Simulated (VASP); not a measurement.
# W (Im-3m) in VASP: further runs

W is run at these levels: PBE, PBEsol; tasks: single point.

Program: VASP 6.6.1. These are calculated values, not measurements. Logs are shortened: lines on timing, memory, paths and dates and some standing lists are left out, and cuts for length are marked.

### 1 The cell of the first run

Symmetry: Im-3m, No. 229, cubic system. Conventional cell: a = 3.170 Å, b = 3.170 Å, c = 3.170 Å, α = 90.00°, β = 90.00°, γ = 90.00°. W (site symmetry m-3m) has 14 W at 2.75 to 3.17 Å within 3.6 Å.

### 2 Single point, PBE

INCAR reads:

```
PREC = Accurate
ENCUT = 500
EDIFF = 1E-6
ISMEAR = -5
SIGMA = 0.1
LREAL = False
LASPH = True
NELM = 120
ALGO = Normal
ISIF = 2
LWAVE = False
LCHARG = False
GGA = PE
NBANDS = 13
GGA_COMPAT = False
```

KPOINTS reads:

```
regular mesh
0
Gamma
  6 6 6
```

POSCAR reads:

```
W
1.0
   -1.5851577801      1.5851577801      1.5851577801
    1.5851577801     -1.5851577801      1.5851577801
    1.5851577801      1.5851577801     -1.5851577801
W
1
Direct
    0.0000000000      0.0000000000      0.0000000000
```

Potentials or basis: VASP PAW PBE potentials, release 64 (W_sv).

On the command line:

```sh
> cat potpaw_PBE.64/W_sv/POTCAR > POTCAR
> mpirun -np 1 vasp_std > vasp.out
```

OUTCAR:

```text
PREC = Accurate
   ENCUT = 500
   EDIFF = 1E-6
   ISMEAR = -5
   LREAL = False
   LASPH = True
   NELM = 120
   ISIF = 2
   GGA = PE

 ion  position               nearest neighbor table
   1  0.000  0.000  0.000-

  LATTYP: Found a body centered cubic cell.
 ALAT       =     3.1703155602

  Lattice vectors:

 A1 = (  -1.5851577801,   1.5851577801,   1.5851577801)
 A2 = (   1.5851577801,  -1.5851577801,   1.5851577801)
 A3 = (   1.5851577801,   1.5851577801,  -1.5851577801)

Analysis of symmetry for initial positions (statically):
=====================================================================
 Subroutine PRICEL returns:
 Original cell was already a primitive cell.

 Routine SETGRP: Setting up the symmetry group for a
 body centered cubic supercell.

 Subroutine GETGRP returns: Found 48 space group operations
 (whereof 48 operations were pure point group operations)
 out of a pool of 48 trial point group operations.

The static configuration has the point symmetry O_h .

Analysis of symmetry for dynamics (positions and initial velocities):
=====================================================================
 Subroutine PRICEL returns:
 Original cell was already a primitive cell.

 Routine SETGRP: Setting up the symmetry group for a
 body centered cubic supercell.

 Subroutine GETGRP returns: Found 48 space group operations
 (whereof 48 operations were pure point group operations)
 out of a pool of 48 trial point group operations.

The dynamic configuration has the point symmetry O_h .

 Subroutine INISYM returns: Found 48 space group operations
 (whereof 48 operations are pure point group operations),
 and found     1 'primitive' translations

----------------------------------------------------------------------------------------

                                     Primitive cell

  volume of cell :      15.9323

  direct lattice vectors                    reciprocal lattice vectors
    -1.585157780  1.585157780  1.585157780     0.000000000  0.315426014  0.315426014
     1.585157780 -1.585157780  1.585157780     0.315426014  0.000000000  0.315426014
     1.585157780  1.585157780 -1.585157780     0.315426014  0.315426014  0.000000000

  length of vectors
     2.745573813  2.745573813  2.745573813     0.446079747  0.446079747  0.446079747

  position of ions in fractional coordinates (direct lattice)
     0.000000000  0.000000000  0.000000000

  ion indices of the primitive-cell ions
   primitive index   ion index
                 1           1

----------------------------------------------------------------------------------------

 KPOINTS: regular mesh

Automatic generation of k-mesh.
 Grid dimensions read from file:
 generate k-points for:    6    6    6

 Generating k-lattice:

  Cartesian coordinates                     Fractional coordinates (reciprocal lattice)
     0.000000000  0.052571002  0.052571002     0.166666667  0.000000000  0.000000000
     0.052571002  0.000000000  0.052571002     0.000000000  0.166666667  0.000000000
     0.052571002  0.052571002  0.000000000     0.000000000  0.000000000  0.166666667

  Length of vectors
     0.074346624  0.074346624  0.074346624

  Shift w.r.t. Gamma in fractional coordinates (k-lattice)
     0.000000000  0.000000000  0.000000000

 TETIRR: Found    191 inequivalent tetrahedra from     1296

 Subroutine IBZKPT returns following result:
 ===========================================

 Found     16 irreducible k-points:

 Following reciprocal coordinates:
            Coordinates               Weight
  0.000000  0.000000  0.000000      1.000000
  0.166667  0.000000  0.000000     12.000000
  0.333333  0.000000  0.000000     12.000000
  0.500000  0.000000  0.000000      6.000000
  0.166667  0.166667  0.000000     24.000000
  0.333333  0.166667  0.000000     48.000000
[... 8 lines left out ...]
  0.500000  0.500000  0.333333     12.000000
  0.500000  0.500000  0.500000      1.000000
   k-points           NKPTS =     16   k-points in BZ     NKDIM =     16   number of bands    NBANDS=     13
   number of dos      NEDOS =    301   number of ions     NIONS =      1
   total plane-waves  NPLWV =   8000
   dimension x,y,z NGX =    20 NGY =   20 NGZ =   20
   dimension x,y,z NGXF=    40 NGYF=   40 NGZF=   40
   ions per type =               1
   NGX,Y,Z   is equivalent  to a cutoff of  12.11, 12.11, 12.11 a.u.
   NGXF,Y,Z  is equivalent  to a cutoff of  24.22, 24.22, 24.22 a.u.
 SYSTEM =  unknown system
   PREC   = accura    normal or accurate (medium, high low for compatibility)
   ISTART =      0    job   : 0-new  1-cont  2-samecut
   ICHARG =      2    charge: 1-file 2-atom 10-const
   ISPIN  =      1    spin polarized calculation?
   LNONCOLLINEAR =      F non collinear calculations
   LSORBIT =      F    spin-orbit coupling
   LASPH  =      T    aspherical Exc in radial PAW
   ENCUT  =  500.0 eV  36.75 Ry    6.06 a.u.   5.01  5.01  5.01*2*pi/ulx,y,z
   NELM   =    120;   NELMIN=  2; NELMDL= -5     # of ELM steps
   EDIFF  = 0.1E-05   stopping-criterion for ELM
   LREAL  =      F    real-space projection
   EDIFFG = 0.1E-04   stopping-criterion for IOM
   NSW    =      0    number of steps for IOM
   IBRION =     -1    ionic relax: 0-MD 1-quasi-New 2-CG
   NFREE  =      0    steps in history (QN), initial steepest desc. (CG)
   ISIF   =      2    stress and relaxation
   ISYM   =      2    0-nonsym 1-usesym 2-fastsym
   POTIM  = 0.5000    time-step for ionic-motion
   TEBEG  =    0.0;   TEEND  =   0.0 temperature during run
   PSTRESS=    0.0 pullay stress
   NELECT =      14.0000    total number of electrons
   NUPDOWN=      -1.0000    fix difference up-down
   EMIN   =  10.00;   EMAX   =-10.00  energy-range for DOS
   EFERMI =   0.00;   METHOD = LEGACY
   ISMEAR =    -5;   SIGMA  =   0.10  broadening in eV -4-tet -1-fermi 0-gaus
   EFERMI_NEDOS =   21; number of points for ismear=-14 and -15
   IALGO  =     38    algorithm
   IMIX   =      4    mixing-type and parameters
     AMIX     =   0.40;   BMIX     =  1.00
     AMIX_MAG =   1.60;   BMIX_MAG =  1.00
  volume/ion in A,a.u.               =      15.93       107.52
  Fermi-wavevector in a.u.,A,eV,Ry     =   1.568044  2.963174 33.453504  2.458763
  Thomas-Fermi vector in A             =   2.670134
   LORBIT       =      0    0 simple, 1 ext, 2 COOP (PROOUT), +10 PAW based schemes
   GGA     = PE    functional components
   LHFCALC =     F    Hartree Fock is set to
   AEXX    =    0.0000 exact exchange contribution
   IVDW    =     0    specifies the selected vdW correction
   LEPSILON=     F    determine dielectric tensor
   LRPA    =     F    only Hartree local field effects (RPA)
 non-spin polarized calculation
 Fermi weights with tetrahedron method with Bloechl corrections
  energy-cutoff  :      500.00
  volume of cell :       15.93
 maximum number of plane-waves:       418
   NGX =  9   NGY =  9   NGZ =  9

 number of electron      14.0000003 magnetization

 Free energy of the ion-electron system (eV)
  ---------------------------------------------------
  ext. energy  EPLUGINS =         0.00000000
  ---------------------------------------------------
  free energy    TOTEN  =       -12.93922017 eV

  energy without entropy =      -12.93922017  energy(sigma->0) =      -12.93922017

 E-fermi :  11.5249     XC(G=0): -13.6164

 val. band max:       12.2661650485   @ k =  -0.3333   0.3333   0.3333
 cond. band min:      11.3315509219   @ k =  -0.1667   0.1667   0.1667
 fundamental gap:     -0.9346141265
 Fermi energy:        11.5248946250

 k-point     1 :       0.0000    0.0000    0.0000
  band No.  band energies     occupation
      1     -62.8493      2.00000
      2     -26.4158      2.00000
      3     -26.4158      2.00000
      4     -26.4158      2.00000
      5       1.7622      2.00000
      6      10.1364      2.00000
      7      10.1364      2.00000
      8      10.1364      2.16621
      9      13.6081     -0.00569
     10      13.6081      0.00000
     11      25.8787      0.00000
     12      25.8787      0.00000
     13      25.8787      0.00000

 k-point     2 :       0.1667    0.0000    0.0000
  band No.  band energies     occupation
      1     -62.8168      2.00000
      2     -26.7514      2.00000
      3     -26.5217      2.00000
      4     -26.4175      2.00000
      5       3.0001      2.00000
      6       9.4363      2.00000
      7       9.8324      2.00000
      8      11.3983      1.02135
      9      12.9144     -0.00044
     10      13.6540      0.00000
     11      26.6091      0.00000
     12      28.0303      0.00000
     13      28.1813      0.00000

 k-point     3 :       0.3333    0.0000    0.0000
  band No.  band energies     occupation
      1     -62.7513      2.00000
      2     -27.3822      2.00000
      3     -26.7277      2.00000
      4     -26.4210      2.00000
      5       4.9755      2.00000
      6       8.2980      2.00000
      7       9.8906      2.00256
      8      13.3496     -0.07956
      9      14.0513     -0.00085
     10      14.7347      0.00000
     11      24.6294      0.00000
     12      25.5046      0.00000
     13      32.4011      0.00000

 k-point     4 :       0.5000    0.0000    0.0000
  band No.  band energies     occupation
      1     -62.7183      2.00000
      2     -27.6802      2.00000
      3     -26.8280      2.00000
      4     -26.4228      2.00000
      5       5.1227      2.00000
      6       7.8159      2.00000
      7      12.0301      1.85169
      8      13.4971      0.00000
      9      14.4689      0.00000
     10      17.4558      0.00000
     11      22.3579      0.00000
     12      22.8475      0.00000
     13      28.1275      0.00000

 k-point     5 :       0.1667    0.1667    0.0000
  band No.  band energies     occupation
      1     -62.7677      2.00000
      2     -27.1800      2.00000
      3     -26.6587      2.00000
      4     -26.4930      2.00000
      5       4.9117      2.00000
      6       8.7607      2.00000
      7       8.9306      2.00215
      8      12.5705     -0.07909
      9      14.0350     -0.00121
     10      14.2825      0.00000
     11      26.1561      0.00000
     12      27.7424      0.00000
     13      29.8682      0.00000
[... 129 lines left out ...]
 k-point    14 :      -0.3333    0.3333    0.3333
  band No.  band energies     occupation
      1     -62.6719      2.00000
      2     -27.2551      2.00000
      3     -27.0759      2.00000
      4     -27.0759      2.00000
      5       6.8844      2.00000
      6       6.9458      2.00000
      7      12.2662      1.12197
      8      12.2662     -0.00788
      9      14.3581     -0.00020
     10      15.3500      0.00000
     11      26.6356      0.00000
     12      26.6356      0.00000
     13      27.6102      0.00000

 k-point    15 :       0.5000    0.5000    0.3333
  band No.  band energies     occupation
      1     -62.6452      2.00000
      2     -27.3990      2.00000
      3     -27.1873      2.00000
      4     -27.0923      2.00000
      5       6.2425      2.00000
      6       6.5485      2.00000
      7      12.6920      0.53307
      8      12.8766      0.00000
      9      16.7096      0.00000
     10      19.2782      0.00000
     11      20.9326      0.00000
     12      23.2291      0.00000
     13      30.7985      0.00000

 k-point    16 :       0.5000    0.5000    0.5000
  band No.  band energies     occupation
      1     -62.6208      2.00000
      2     -27.3022      2.00000
      3     -27.3022      2.00000
      4     -27.3022      2.00000
      5       5.5727      2.00000
      6       5.5727      2.00000
      7      16.4812     -0.16183
      8      16.4812      0.00000
      9      16.4812      0.00000
     10      19.5737      0.00000
     11      19.5737      0.00000
     12      19.5737      0.00000
     13      27.4621      0.00000

------------------------ aborting loop because EDIFF is reached ----------------------------------------

  FORCE on cell =-STRESS in cart. coord.  units (eV):
  Direction    XX          YY          ZZ          XY          YZ          ZX
  --------------------------------------------------------------------------------------
  -------------------------------------------------------------------------------------
  Total        0.5090595      0.5090595      0.5090595      0.0000000      0.0000000     -0.0000000
  in kB       51.1919484     51.1919484     51.1919484      0.0000000      0.0000000     -0.0000000
  external PRESSURE =      51.1919484 kB  Pullay stress =       0.0000000 kB

 VOLUME and BASIS-vectors are now :
 -----------------------------------------------------------------------------
  energy-cutoff  :      500.00
  volume of cell :       15.93
      direct lattice vectors                 reciprocal lattice vectors
    -1.585157780  1.585157780  1.585157780     0.000000000  0.315426014  0.315426014
     1.585157780 -1.585157780  1.585157780     0.315426014  0.000000000  0.315426014
     1.585157780  1.585157780 -1.585157780     0.315426014  0.315426014  0.000000000

 POSITION                                       TOTAL-FORCE (eV/Angst)
 -----------------------------------------------------------------------------------
      0.00000      0.00000      0.00000        -0.000000     -0.000000     -0.000000
 -----------------------------------------------------------------------------------
    total drift:                                0.000000     -0.000000      0.000000

  FREE ENERGIE OF THE ION-ELECTRON SYSTEM (eV)
  ---------------------------------------------------
  free  energy   TOTEN  =       -12.9392201717 eV

  energy  without entropy=      -12.9392201717  energy(sigma->0) =      -12.93922017
```

It took 3.3 s on 1 thread of Intel Xeon 6975P-C, shared host; peak memory 0.12 GiB.

What came out:

```
Free energy            : -12.9392 eV
Pressure               : 5.1 GPa
Band gap on the k mesh : zero (band 7 reaches 16.48 eV, above the bottom of band 8 at 10.14 eV)
```

Caveat: the k points lie up to 0.47 Å⁻¹ apart; spin-orbit coupling is left out, which moves the levels of the heavy elements; tetrahedron occupations give inexact forces and stress in metals.

(Continued in part 2 of 2.)
